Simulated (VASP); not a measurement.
Input of a VASP 6.6.1 run:

The input INCAR:

```
SYSTEM = MgO
ALGO = Normal ; EDIFF = 1E-6
ENCUT = 520 ; GGA = PE
ISIF = 2 ; ISMEAR = 0
LASPH = .True. ; LCHARG = .False.
LREAL = .False. ; LWAVE = .False.
NBANDS = 16 ; NELM = 80
PREC = Accurate ; SIGMA = 0.05
```

Contents of KPOINTS:

```
k-points
0
Gamma
  9 9 6
  0 0 0
```

File POSCAR:

```
MgO
1.0
    3.4279951386      0.0000000000      0.0000000000
   -1.7139975693      2.9687308740      0.0000000000
    0.0000000000      0.0000000000      4.3302434590
Mg O
2 2
Direct
    0.6666666667      0.3333333333      0.7500000000
    0.3333333333      0.6666666667      0.2500000000
    0.6666666667      0.3333333333      0.2500000000
    0.3333333333      0.6666666667      0.7500000000
```

Potentials or basis: VASP PAW PBE potentials, release 64 (Mg, O).

Command:

```console
$ cat potpaw_PBE.64/Mg/POTCAR potpaw_PBE.64/O/POTCAR > POTCAR
$ mpirun -np 1 vasp_std > vasp.out
```

(1) What does it give for the band gap on the k mesh?

(2) Estimate the pressure.

Answers

(1) 3.37 eV, direct.

(2) 4.2 GPa.
